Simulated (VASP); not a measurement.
Wanted: the native input for a VASP 6.6.1 run.

```yaml
Task: relaxation of cell and atoms
Functional: PBE
Potentials_or_basis: VASP PAW PBE potentials, release 64 (W_sv, C)
Cutoff: 600 eV
k_mesh: 10 × 10 × 9
Occupations: fermi-dirac, width 0.05 eV
Spin: no spin polarisation
Hubbard_terms: W d U = 3.0 eV
Dipole_correction: no
Further_INCAR_settings: ALGO = Normal; EDIFF = 1e-06; IBRION = 2; EDIFFG = -0.01; NSW = 60; ISIF = 3
```

The structure of WC (Qusongite) lies in POSCAR:

```
WC
1.0
    2.9065000000      0.0000000000      0.0000000000
   -1.4532500000      2.5171028361      0.0000000000
    0.0000000000      0.0000000000      2.8366000000
W C
1 1
Direct
    0.0000000000      0.0000000000      0.0000000000
    0.6666666667      0.3333333333      0.5000000000
```

These files were run (other wordings do the same):

INCAR

```
SYSTEM = WC
  ALGO = Normal
  EDIFF = 1E-6
  EDIFFG = -0.01
  ENCUT = 600
  GGA = PE
  IBRION = 2
  ISIF = 3
  ISMEAR = -1
  LASPH = .TRUE.
  LCHARG = .FALSE.
  LDAU = .TRUE.
  LDAUJ = 0 0
  LDAUL = 2 -1
  LDAUPRINT = 1
  LDAUTYPE = 2
  LDAUU = 3 0
  LMAXMIX = 4
  LREAL = .FALSE.
  LWAVE = .FALSE.
  NELM = 150
  NSW = 60
  PREC = Accurate
  SIGMA = 0.05
```

KPOINTS

```
k-points
0
G
  10 10 9
  0 0 0
```

Potentials or basis: VASP PAW PBE potentials, release 64 (W_sv, C).

Run with:

```sh
$ cat potpaw_PBE.64/W_sv/POTCAR potpaw_PBE.64/C/POTCAR > POTCAR
$ mpirun -np 1 vasp_std > vasp.out
```

It gave:

The relaxed volume is 10.73 Å³/atom. The relaxed cell is a = 2.941 Å, b = 2.941 Å, c = 2.864 Å, α = 90.00°, β = 90.00°, γ = 120.00°, the space group after relaxing (to 0.05 Å) is P-6m2 (No. 187) and the energy gained by relaxing is 14.0 meV/atom. The ionic steps are 9. The pressure after relaxing is 0.0 GPa and the band gap on the k mesh is zero (band 9 reaches 11.44 eV, above the bottom of band 10 at 10.41 eV).

Caveat: spin-orbit coupling is left out, which moves the levels of the heavy elements; U without spin polarisation on a metal has little footing; the U is typed as a test and isn't derived for this compound.

Wall time 36 s on 1 thread of Intel(R) Xeon(R) 6975P-C (Granite Rapids) (shared host), peak memory 0.16 GiB.
